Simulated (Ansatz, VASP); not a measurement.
**Two plane-wave programs on Zr2MnN2**

INCAR

```
SYSTEM = Zr2MnN2
  PREC = Accurate
  ENCUT = 600
  EDIFF = 1E-7
  ISMEAR = 0
  SIGMA = 0.15
  LREAL = .FALSE.
  LASPH = .TRUE.
  NELM = 200
  ALGO = Normal
  ISIF = 3
  LWAVE = .FALSE.
  LCHARG = .FALSE.
  ISPIN = 2
  MAGMOM = 0 0 4 0 0
  LORBIT = 11
  LMAXMIX = 4
  GGA = PE
  IBRION = 2
  NSW = 36
  EDIFFG = -0.08
  GGA_COMPAT = .FALSE.
  NELMIN = 4
```

The input KPOINTS:

```
Automatic mesh
0
G
  5 5 5
  0 0 0
```

The input POSCAR:

```
Zr2MnN2
1.0
   -1.6250000000      1.6250000000      6.0500000000
    1.6250000000     -1.6250000000      6.0500000000
    1.6250000000      1.6250000000     -6.0500000000
Zr Mn N
2 1 2
Direct
    0.3450000000      0.3450000000      0.0000000000
    0.6550000000      0.6550000000      0.0000000000
    0.0000000000      0.0000000000      0.0000000000
    0.1550000000      0.1550000000      0.0000000000
    0.8450000000      0.8450000000      0.0000000000
```

Input for Ansatz:

```yaml
crystal:
  lattice:
    - [-1.625, 1.625, 6.05]
    - [1.625, -1.625, 6.05]
    - [1.625, 1.625, -6.05]
  atoms:
    - { symbol: Zr, position: [0.345, 0.345, 0.0] }
    - { symbol: Zr, position: [0.655, 0.655, 0.0] }
    - { symbol: Mn, position: [0.0, 0.0, 0.0], spin: 4.0 }
    - { symbol: "N", position: [0.155, 0.155, 0.0] }
    - { symbol: "N", position: [0.845, 0.845, 0.0] }
basis:
  ecutwfc: 420
kpoints:
  mp_grid: { grid: [5, 5, 5] }
hamiltonian:
  xc: pbe
scf:
  occupations: { method: gaussian, width: 0.15 }
  lower_state_search: "off"
output:
  forces: true
  stress: true
  eigenvalues: true
  populations: true
magnetization:
  spin_polarized: true
relax:
  adjacent_minimum: "off"
  f_tol: 0.08
  max_steps: 16
  cell: { stress_tol: 0.8 }
```

Alike in both runs: task relaxation of cell and atoms; functional PBE; k mesh 5 × 5 × 5; occupations gaussian, width 0.15 eV; collinear spin.

```csv
,VASP,Ansatz
version,VASP 6.6.1,Ansatz 0.2.0
potentials or method,"VASP PAW PBE potentials, release 64 (Zr_sv, Mn_pv, N), cutoff 600 eV","scalar-relativistic, plane waves, PAW"
valence electrons in the cell,47,49
```

|  | VASP | Ansatz | Ansatz less VASP |
| --- | --- | --- | --- |
| gap on the k mesh at the Fermi level, each at its own relaxed structure (eV) | none | none | - |
| net moment per atom (μB) | 0.34 | 0.35 | +0.007 |
| size of the moment on the site where the two differ most (μB) | 1.97 | 1.75 | -0.226 |
| relaxed volume (Å³/atom) | 12.43 | 12.46 | +0.031 |
| relaxed length of the cell vector where the two differ most in proportion (Å) | 6.371 | 6.367 | -0.0046 |

Site moments also hang on the region over which each program counts them. A gap of «none» marks a metal or a gap that the smearing closes. VASP's potentials hold 47 valence electrons a cell and Ansatz's 49, so a difference there can come from the potentials and not from the codes.

The k mesh is coarse, so the values compare programs but aren't converged.
